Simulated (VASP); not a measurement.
**Be2SO3: relaxation of cell and atoms with PBE**

Crystal: Be2SO3.

```
Be S O
1.0
     5.14454    0.00000    0.00000
    -2.57227    4.45530    0.00000
     0.00000    0.00000    3.12794
Be S O
2 1 3
Direct
  0.33333 0.66667 0.50000
  0.66667 0.33333 0.50000
  0.00000 0.00000 0.50000
  0.50000 0.00000 0.50000
  0.00000 0.50000 0.50000
  0.50000 0.50000 0.50000
```

The cell was generated, and may not be a known phase.

```
Program                : VASP 6.6.1
Task                   : relaxation of cell and atoms
Functional             : PBE
Potentials or basis    : VASP PAW PBE potentials, release 64 (Be, S, O)
Cutoff                 : 600 eV
k mesh                 : 6 × 6 × 6
Occupations            : gaussian, width 0.1 eV
Spin                   : no spin polarisation
Dipole correction      : no
Further INCAR settings : ALGO = Normal; EDIFF = 1e-06; IBRION = 2; EDIFFG = -0.04; NSW = 90; ISIF = 3
```

- Relaxed volume: 12.06 Å³/atom
- Relaxed cell: a = 5.144 Å, b = 5.144 Å, c = 3.158 Å, α = 90.00°, β = 90.00°, γ = 120.00°
- Space group after relaxing (to 0.1 Å): P6/mmm (No. 191)
- Energy gained by relaxing: 0.4 meV/atom
- Ionic steps: 3
- Pressure after relaxing: 0.1 GPa
- Band gap on the k mesh: zero (bands 14 and 15 overlap by 1.82 eV)

Stress tensor (GPa, compression positive):
```
-0.06  0.00  0.00
 0.00 -0.06  0.00
 0.00  0.00  0.42
```

Step by step:
| step | energy change (eV) | largest force (eV/Å) | pressure (GPa) | volume (Å³) |
| --- | --- | --- | --- | --- |
| 1 | 0.0000 | 0.0000 | 0.22 | 71.69 |
| 2 | -0.0007 | 0.0000 | 0.18 | 71.86 |
| 3 | -0.0023 | 0.0000 | 0.10 | 72.36 |

Final structure:
```cif
data_structure
_symmetry_space_group_name_H-M 'P 1'
_symmetry_Int_Tables_number 1
_cell_length_a 5.1443
_cell_length_b 5.1443
_cell_length_c 3.1575
_cell_angle_alpha 90.000
_cell_angle_beta 90.000
_cell_angle_gamma 120.000
_cell_volume 72.36
loop_
_atom_site_label
_atom_site_type_symbol
_atom_site_fract_x
_atom_site_fract_y
_atom_site_fract_z
_atom_site_occupancy
Be1 Be 0.33333 0.66667 0.50000 1
Be2 Be 0.66667 0.33333 0.50000 1
S1 S 0.00000 0.00000 0.50000 1
O1 O 0.50000 0.00000 0.50000 1
O2 O 0.00000 0.50000 0.50000 1
O3 O 0.50000 0.50000 0.50000 1
```

Levels at points of the mesh, in eV from the Fermi level:
```tsv
k point	band 10	band 11	band 12	band 13	band 14	band 15	band 16	band 17	band 18
(0.00, 0.00, 0.00)	-2.05	-0.34	-0.34	-0.25	1.02	1.89	1.89	6.13	9.94
(0.50, 0.00, 0.00)	-1.44	-1.27	-1.04	-0.94	-0.35	0.87	1.39	7.79	8.32
(0.00, 0.00, 0.50)	-2.37	-1.88	-1.42	-1.42	-0.16	2.14	2.14	5.67	8.16
(0.50, 0.00, 0.50)	-3.28	-1.83	-1.65	-1.48	-0.81	-0.66	1.67	7.27	8.24
```

Wall time 43 s on 1 thread of Intel(R) Xeon(R) 6975P-C (Granite Rapids) (shared host), peak memory 0.23 GiB.

Caveat: this functional lacks dispersion, which binds layers or chains, so the pressure and a relaxed spacing across them are unreliable.
